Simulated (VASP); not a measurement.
# CO2 (Pa-3) in VASP: a series of runs

Runs on CO2. Level: PBE. Tasks: single point.

Program: VASP 6.6.1. These are calculated values, not measurements. Logs are shortened: lines on timing, memory, paths and dates and some standing lists are left out, and cuts for length are marked.

### Step 1. The cell of the first run

It takes space group Pa-3 (No. 205, cubic). The conventional cell has a = 6.184 Å, b = 6.184 Å, c = 6.184 Å, α = 90.00°, β = 90.00°, γ = 90.00°. C (site symmetry -3) has 2 O at 1.19 Å within 1.6 Å. O (site symmetry 3) has 1 C at 1.19 Å within 1.6 Å.

### Step 2. Single point, PBE (19.71 Å³/atom)

The input, INCAR:

```
PREC     = Accurate       # precision mode
ENCUT    = 1340           # plane-wave cutoff, eV
EDIFF    = 1E-6           # SCF threshold, eV
ISMEAR   = 0              # smearing method
SIGMA    = 0.05           # smearing width, eV
LREAL    = False          # projectors in reciprocal space
LASPH    = True           # aspherical terms in the spheres
NELM     = 120            # most SCF steps
ALGO     = Normal         # electronic algorithm
ISIF     = 2              # what is computed and relaxed
LWAVE    = False          # write WAVECAR
LCHARG   = False          # write CHGCAR
GGA      = PE             # functional
NBANDS   = 44             # bands
GGA_COMPAT= False
```

The input, KPOINTS:

```
regular mesh
0
Gamma
  4 4 4
```

The input, POSCAR:

```
CO2
1.0
    6.1842820733      0.0000000000      0.0000000000
    0.0000000000      6.1842820733      0.0000000000
    0.0000000000      0.0000000000      6.1842820733
C O
4 8
Direct
    0.0000000000      0.0000000000      0.0000000000
    0.5000000000      0.0000000000      0.5000000000
    0.5000000000      0.5000000000      0.0000000000
    0.0000000000      0.5000000000      0.5000000000
    0.1114834447      0.1114834447      0.1114834447
    0.3885165553      0.8885165553      0.6114834447
    0.6114834447      0.3885165553      0.8885165553
    0.8885165553      0.6114834447      0.3885165553
    0.8885165553      0.8885165553      0.8885165553
    0.6114834447      0.1114834447      0.3885165553
    0.3885165553      0.6114834447      0.1114834447
    0.1114834447      0.3885165553      0.6114834447
```

Potentials or basis: VASP PAW PBE potentials, release 64 (C_h, O_h).

Command:

```console
$ cat potpaw_PBE.64/C_h/POTCAR potpaw_PBE.64/O_h/POTCAR > POTCAR
$ mpirun -np 1 vasp_std > vasp.out
```

OUTCAR:

```text
PREC = Accurate
   ENCUT = 1340
   EDIFF = 1E-6
   ISMEAR = 0
   LREAL = False
   LASPH = True
   NELM = 120
   ISIF = 2
   GGA = PE

 ion  position               nearest neighbor table
   1  0.000  0.000  0.000-   5 1.19   9 1.19
   2  0.500  0.000  0.500-   6 1.19  10 1.19
   3  0.500  0.500  0.000-   7 1.19  11 1.19
   4  0.000  0.500  0.500-   8 1.19  12 1.19
   5  0.111  0.111  0.111-   1 1.19
   6  0.389  0.889  0.611-   2 1.19
   7  0.611  0.389  0.889-   3 1.19
   8  0.889  0.611  0.389-   4 1.19
   9  0.889  0.889  0.889-   1 1.19
  10  0.611  0.111  0.389-   2 1.19
  11  0.389  0.611  0.111-   3 1.19
  12  0.111  0.389  0.611-   4 1.19

  LATTYP: Found a simple cubic cell.
 ALAT       =     6.1842820733

  Lattice vectors:

 A1 = (   6.1842820733,   0.0000000000,   0.0000000000)
 A2 = (   0.0000000000,   6.1842820733,   0.0000000000)
 A3 = (   0.0000000000,   0.0000000000,   6.1842820733)

Analysis of symmetry for initial positions (statically):
=====================================================================
 Subroutine PRICEL returns:
 Original cell was already a primitive cell.

 Routine SETGRP: Setting up the symmetry group for a
 simple cubic supercell.

 Subroutine GETGRP returns: Found 24 space group operations
 (whereof  6 operations were pure point group operations)
 out of a pool of 48 trial point group operations.

The static configuration has the point symmetry S_6 .
 The point group associated with its full space group is T_h .

Analysis of symmetry for dynamics (positions and initial velocities):
=====================================================================
 Subroutine PRICEL returns:
 Original cell was already a primitive cell.

 Routine SETGRP: Setting up the symmetry group for a
 simple cubic supercell.

 Subroutine GETGRP returns: Found 24 space group operations
 (whereof  6 operations were pure point group operations)
 out of a pool of 48 trial point group operations.

The dynamic configuration has the point symmetry S_6 .
 The point group associated with its full space group is T_h .

 Subroutine INISYM returns: Found 24 space group operations
 (whereof  6 operations are pure point group operations),
 and found     1 'primitive' translations

[... 99 lines left out ...]
   NELM   =    120;   NELMIN=  2; NELMDL= -5     # of ELM steps
   EDIFF  = 0.1E-05   stopping-criterion for ELM
   LREAL  =      F    real-space projection
[... 7 lines left out ...]
   TEBEG  =    0.0;   TEEND  =   0.0 temperature during run
   PSTRESS=    0.0 pullay stress
   NELECT =      64.0000    total number of electrons
   NUPDOWN=      -1.0000    fix difference up-down
   EMIN   =  10.00;   EMAX   =-10.00  energy-range for DOS
   EFERMI =   0.00;   METHOD = LEGACY
   ISMEAR =     0;   SIGMA  =   0.05  broadening in eV -4-tet -1-fermi 0-gaus
   EFERMI_NEDOS =   21; number of points for ismear=-14 and -15
   IALGO  =     38    algorithm
   IMIX   =      4    mixing-type and parameters
     AMIX     =   0.40;   BMIX     =  1.00
     AMIX_MAG =   1.60;   BMIX_MAG =  1.00
  volume/ion in A,a.u.               =      19.71       133.01
  Fermi-wavevector in a.u.,A,eV,Ry     =   1.058877  2.000987 15.255132  1.121221
  Thomas-Fermi vector in A             =   2.194202
   LORBIT       =      0    0 simple, 1 ext, 2 COOP (PROOUT), +10 PAW based schemes
   GGA     = PE    functional components
   LHFCALC =     F    Hartree Fock is set to
   AEXX    =    0.0000 exact exchange contribution
   IVDW    =     0    specifies the selected vdW correction
   LEPSILON=     F    determine dielectric tensor
   LRPA    =     F    only Hartree local field effects (RPA)
 non-spin polarized calculation
 Gauss-broadening in eV      SIGMA  =   0.05
  energy-cutoff  :     1340.00
  volume of cell :      236.52
 maximum number of plane-waves:     26452
 NGX is ok and might be reduce to    80
   NGX = 37   NGY = 37   NGZ = 37

 number of electron      63.9999999 magnetization

 Free energy of the ion-electron system (eV)
  ---------------------------------------------------
  ext. energy  EPLUGINS =         0.00000000
  ---------------------------------------------------
  free energy    TOTEN  =       -93.10624962 eV

  energy without entropy =      -93.10624962  energy(sigma->0) =      -93.10624962

 E-fermi :  -4.4524     XC(G=0):  -6.6825

 val. band max:       -4.6639804275   @ k =   0.0000   0.0000   0.0000
 cond. band min:       1.7760284745   @ k =   0.0000   0.0000   0.0000
 fundamental gap:      6.4400089020
 Fermi energy:        -4.4524028425

 k-point     1 :       0.0000    0.0000    0.0000
  band No.  band energies     occupation
      1     -24.6488      2.00000
      2     -24.5738      2.00000
      3     -24.5738      2.00000
      4     -24.5738      2.00000
      5     -23.6011      2.00000
      6     -23.6011      2.00000
[... 506 lines left out ...]
     43       4.2264      0.00000
     44       4.2264      0.00000

------------------------ aborting loop because EDIFF is reached ----------------------------------------

  FORCE on cell =-STRESS in cart. coord.  units (eV):
  Direction    XX          YY          ZZ          XY          YZ          ZX
  --------------------------------------------------------------------------------------
  -------------------------------------------------------------------------------------
  Total       -7.7257431     -7.7257431     -7.7257431     -0.0000000      0.0000000      0.0000000
  in kB      -52.3338848    -52.3338848    -52.3338848     -0.0000000      0.0000000      0.0000000
  external PRESSURE =     -52.3338848 kB  Pullay stress =       0.0000000 kB

 VOLUME and BASIS-vectors are now :
 -----------------------------------------------------------------------------
  energy-cutoff  :     1340.00
  volume of cell :      236.52
      direct lattice vectors                 reciprocal lattice vectors
     6.184282073  0.000000000  0.000000000     0.161700257  0.000000000  0.000000000
     0.000000000  6.184282073  0.000000000     0.000000000  0.161700257  0.000000000
     0.000000000  0.000000000  6.184282073     0.000000000  0.000000000  0.161700257

 POSITION                                       TOTAL-FORCE (eV/Angst)
 -----------------------------------------------------------------------------------
      0.00000      0.00000      0.00000        -0.000000     -0.000000      0.000000
      3.09214      0.00000      3.09214        -0.000000     -0.000000      0.000000
      3.09214      3.09214      0.00000        -0.000000     -0.000000      0.000000
      0.00000      3.09214      3.09214        -0.000000     -0.000000      0.000000
      0.68945      0.68945      0.68945        -1.320900     -1.320900     -1.320900
      2.40270      5.49484      3.78159         1.320900      1.320900     -1.320900
      3.78159      2.40270      5.49484        -1.320900      1.320900      1.320900
      5.49484      3.78159      2.40270         1.320900     -1.320900      1.320900
      5.49484      5.49484      5.49484         1.320900      1.320900      1.320900
      3.78159      0.68945      2.40270        -1.320900     -1.320900      1.320900
      2.40270      3.78159      0.68945         1.320900     -1.320900     -1.320900
      0.68945      2.40270      3.78159        -1.320900      1.320900     -1.320900
 -----------------------------------------------------------------------------------
    total drift:                                0.000000     -0.000000      0.000000

  FREE ENERGIE OF THE ION-ELECTRON SYSTEM (eV)
  ---------------------------------------------------
  free  energy   TOTEN  =       -93.1062496211 eV

  energy  without entropy=      -93.1062496211  energy(sigma->0) =      -93.10624962
```

OSZICAR:

```text
N       E                     dE             d eps       ncg     rms          rms(c)
DAV:   1     0.798062087689E+03    0.79806E+03   -0.49416E+04   968   0.267E+03
DAV:   2     0.495578094797E+02   -0.74850E+03   -0.71469E+03  1400   0.392E+02
DAV:   3    -0.934181970317E+02   -0.14298E+03   -0.14108E+03  1200   0.179E+02
DAV:   4    -0.988626265375E+02   -0.54444E+01   -0.53590E+01  1176   0.370E+01
DAV:   5    -0.990473140870E+02   -0.18469E+00   -0.18368E+00  1224   0.658E+00    0.165E+01
DAV:   6    -0.936039809642E+02    0.54433E+01   -0.17305E+01  1196   0.217E+01    0.682E+00
DAV:   7    -0.932377203020E+02    0.36626E+00   -0.12274E+00  1116   0.679E+00    0.391E+00
DAV:   8    -0.931171683660E+02    0.12055E+00   -0.70710E-01  1236   0.405E+00    0.741E-01
DAV:   9    -0.931062890108E+02    0.10879E-01   -0.85164E-02  1072   0.167E+00    0.465E-01
DAV:  10    -0.931059547456E+02    0.33427E-03   -0.70529E-03  1084   0.640E-01    0.758E-02
DAV:  11    -0.931062071007E+02   -0.25236E-03   -0.62351E-04  1268   0.137E-01    0.427E-02
DAV:  12    -0.931062502785E+02   -0.43178E-04   -0.11240E-04  1152   0.570E-02    0.945E-03
DAV:  13    -0.931062495000E+02    0.77845E-06   -0.15720E-05  1128   0.233E-02    0.415E-03
DAV:  14    -0.931062496211E+02   -0.12111E-06   -0.16160E-06   752   0.854E-03
   1 F= -.93106250E+02 E0= -.93106250E+02  d E =-.214023E-10
```

stdout:

```text
POSCAR found type information on POSCAR C O
 POSCAR found :  2 types and      12 ions
 scaLAPACK will be used
 LDA part: xc-table for (Slater+PW92), standard interpolation
 POSCAR, INCAR and KPOINTS ok, starting setup
 FFT: planning ... GRIDC
 FFT: planning ... GRID_SOFT
 FFT: planning ... GRID
 WAVECAR not read
 entering main loop
```

Wall time 13 min (1 thread of Intel Xeon Platinum 8488C (Sapphire Rapids), shared host); peak memory 1.1 GiB.

What came out:

* Free energy: -93.1062 eV
* Pressure: -5.2 GPa
* Largest force: 2.288 eV/Å
* Band gap on the k mesh: 6.44 eV

Forces on the atoms (eV/Å):
```
C    0.000  0.000  0.000
C    0.000  0.000  0.000
C    0.000  0.000  0.000
C    0.000  0.000  0.000
O   -1.321 -1.321 -1.321
O    1.321  1.321 -1.321
O   -1.321  1.321  1.321
O    1.321 -1.321  1.321
O    1.321  1.321  1.321
O   -1.321 -1.321  1.321
O    1.321 -1.321 -1.321
O   -1.321  1.321 -1.321
```

Levels at points of the mesh, in eV from the valence-band top:
| k point | band 30 | band 31 | band 32 | band 33 | band 34 | band 35 |
| --- | --- | --- | --- | --- | --- | --- |
| (0.00, 0.00, 0.00) | -0.10 | 0.00 | 0.00 | 6.44 | 7.84 | 7.84 |
| (0.50, 0.00, 0.00) | -0.15 | -0.04 | -0.04 | 7.67 | 7.67 | 7.80 |
| (0.50, 0.50, 0.00) | -0.14 | -0.14 | -0.14 | 7.79 | 7.79 | 7.79 |
| (0.50, 0.50, 0.50) | -0.16 | -0.16 | -0.16 | 7.81 | 7.81 | 7.81 |

Caveat: the cell stands under tension; this functional lacks dispersion, which holds the molecules together, so the pressure and a relaxed volume are unreliable; forces of over 1 eV/Å act on the atoms, so gaps and moduli don't describe the material at rest.

[end of part 1 of 2]
